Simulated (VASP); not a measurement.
A run of VASP 6.6.1:

The input INCAR:

```
SYSTEM = Sr
  PREC = Accurate
  ENCUT = 520
  EDIFF = 1E-7
  ISMEAR = -1
  SIGMA = 0.1
  LREAL = .False.
  LASPH = .True.
  NELM = 100
  ALGO = Normal
  ISIF = 2
  LWAVE = .False.
  LCHARG = .True.
  GGA = RP
  LELF = .True.
  LVHAR = .True.
  NBANDS = 22
```

Contents of KPOINTS:

```
Automatic mesh
0
Gamma
  7 7 10
  0 0 0
```

The input POSCAR:

```
Sr
1.0
    6.9854609632      0.0000000000      0.0000000000
   -3.4927304816      6.0495866513      0.0000000000
    0.0000000000      0.0000000000      4.1875108981
Sr
3
Direct
    0.0000000000      0.0000000000      0.0000000000
    0.3333333333      0.6666666667      0.5000000000
    0.6666666667      0.3333333333      0.5000000000
```

Potentials or basis: VASP PAW PBE potentials, release 64 (Sr_sv).

Command:

```bash
$ cat potpaw_PBE.64/Sr_sv/POTCAR > POTCAR
$ mpirun -np 1 vasp_std > vasp.out
```

Hardware: 1 thread of Oxide Virtual Turin-like Processor, with other jobs on the host.

How long does it take, and how much memory?

Run time: 3.6 min on 1 thread of Oxide Virtual Turin-like Processor, with other jobs on the host, peak memory 0.32 GiB. Counts: scf iterations 15, k points 48.
